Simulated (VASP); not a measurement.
Si16Ge (a cell with a defect): single point with PBE

Crystal: Si16Ge (a cell with a defect).

```xyz
17
Lattice="0.0000 5.4300 5.4300 5.4300 0.0000 5.4300 5.4300 5.4300 0.0000" Properties=species:S:1:pos:R:3 pbc="T T T"
Si   -0.0178   -0.0866   -0.0884
Si    1.6190    1.0987    1.0962
Si    2.8038    2.7357   -0.0887
Si    3.9904    4.1570    1.3255
Si    2.8035   -0.0867    2.7330
Si    3.9902    1.3269    4.1550
Si    5.1609    2.9858    2.9842
Si    6.8196    4.1569    4.1548
Si    0.2460    2.4697    2.4690
Si    1.2355    3.9502    3.9503
Si    2.5938    5.5511    2.5757
Si    4.1951    6.9106    3.9499
Si    2.5943    2.5766    5.5507
Si    4.1947    3.9502    6.9096
Si    5.5694    5.5512    5.5513
Si    6.5361    7.0398    7.0389
Ge    3.4152    4.7316    4.7300
```

```yaml
Program: VASP 6.6.1
Task: single point
Functional: PBE
Potentials_or_basis: VASP PAW PBE potentials, release 64 (Si, Ge_d)
Cutoff: 520 eV
k_mesh: 2 × 2 × 2
Occupations: gaussian, width 0.05 eV
Spin: no spin polarisation
```

```yaml
Largest_force: 1.378 eV/Å
```

Forces in eV/Å, atoms in the order of the input:
```
Si   0.020 -0.039 -0.040
Si  -0.094  0.095  0.094
Si   0.039 -0.020 -0.039
Si  -0.044  0.046  0.015
Si   0.040 -0.039 -0.020
Si  -0.045  0.013  0.045
Si   0.125 -0.126 -0.125
Si  -0.014  0.045  0.044
Si   0.751 -0.752 -0.751
Si  -0.255 -0.054 -0.054
Si  -0.036  0.036 -0.204
Si   0.057  0.257 -0.057
Si  -0.034 -0.203  0.034
Si   0.055 -0.054  0.255
Si   0.204  0.036  0.036
Si  -0.795  0.796  0.795
Ge   0.026 -0.038 -0.027
```

Levels at points of the mesh, in eV from the Fermi level:
| k point | band 30 | band 31 | band 32 | band 33 | band 34 | band 35 | band 36 | band 37 |
| --- | --- | --- | --- | --- | --- | --- | --- | --- |
| (0.00, 0.00, 0.00) | -0.17 | 0.29 | 0.29 | 0.34 | 0.34 | 0.68 | 0.76 | 1.38 |
| (0.50, 0.00, 0.00) | -0.61 | -0.61 | -0.43 | -0.14 | 0.34 | 0.72 | 0.72 | 0.77 |
| (0.00, 0.50, 0.00) | -0.79 | -0.62 | -0.52 | -0.36 | 0.45 | 0.54 | 0.60 | 0.67 |
| (0.00, 0.00, 0.50) | -0.79 | -0.62 | -0.52 | -0.36 | 0.45 | 0.55 | 0.60 | 0.67 |
| (0.50, 0.50, 0.50) | -0.79 | -0.62 | -0.52 | -0.36 | 0.45 | 0.54 | 0.60 | 0.67 |
| (0.50, 0.50, 0.00) | -0.90 | -0.50 | -0.28 | -0.24 | -0.14 | 0.14 | 0.24 | 0.41 |
| (0.00, 0.50, 0.50) | -0.90 | -0.50 | -0.28 | -0.24 | -0.14 | 0.14 | 0.24 | 0.41 |
| (0.50, 0.00, 0.50) | -0.90 | -0.50 | -0.28 | -0.24 | -0.14 | 0.14 | 0.24 | 0.41 |

Wall time 5.3 min on 1 thread of Intel Xeon 6975P-C (shared host), peak memory 0.5 GiB.

Caveat: the k points lie up to 0.50 Å⁻¹ apart; the cell carries a net charge on a neutralising background, which shifts energy and pressure; the cell is charged against a uniform background, so pressure and absolute levels hang on convention.
